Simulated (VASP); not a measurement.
CdSe (Cadmoselite), 4 atoms in the cell. Symmetry: P6_3mc, No. 186, hexagonal system. The conventional cell has a = 4.427 Å, b = 4.427 Å, c = 6.993 Å, α = 90.00°, β = 90.00°, γ = 120.00°. Cd (site symmetry 3m) has 4 Se at 2.63 to 2.70 Å within 3.5 Å. Within 3.5 Å of Se (site symmetry 3m) lie 4 Cd at 2.63 to 2.70 Å.  This cell differs from its parent crystal: in-plane strain +0.02.

```yaml
Program: VASP 6.6.1
Task: single point
Functional: r2SCAN
Potentials_or_basis: VASP PAW PBE potentials, release 64 (Cd, Se)
Cutoff: 520 eV
k_mesh: 6 × 6 × 4
Occupations: gaussian, width 0.01 eV
Spin: no spin polarisation
Dipole_correction: no
Further_INCAR_settings: ALGO = Normal; EDIFF = 1e-06; NBANDS = 26
```

Potentials or basis: VASP PAW PBE potentials, release 64 (Cd, Se).

Launch:

```bash
$ cat potpaw_PBE.64/Cd/POTCAR potpaw_PBE.64/Se/POTCAR > POTCAR
$ cp INCAR.step1 INCAR
$ mpirun -np 1 vasp_std > vasp.out
$ cp INCAR.step2 INCAR
$ mpirun -np 1 vasp_std > vasp.out
```

Hardware: 1 thread of AMD EPYC 9R45 96-Core Processor (Zen 5) (shared host).

Task: Estimate the wall time of this run.

Result: Run time: 3.2 min on 1 thread of AMD EPYC 9R45 96-Core Processor (Zen 5), with other jobs on the host, peak memory 0.27 GiB. Counts: k points 21.
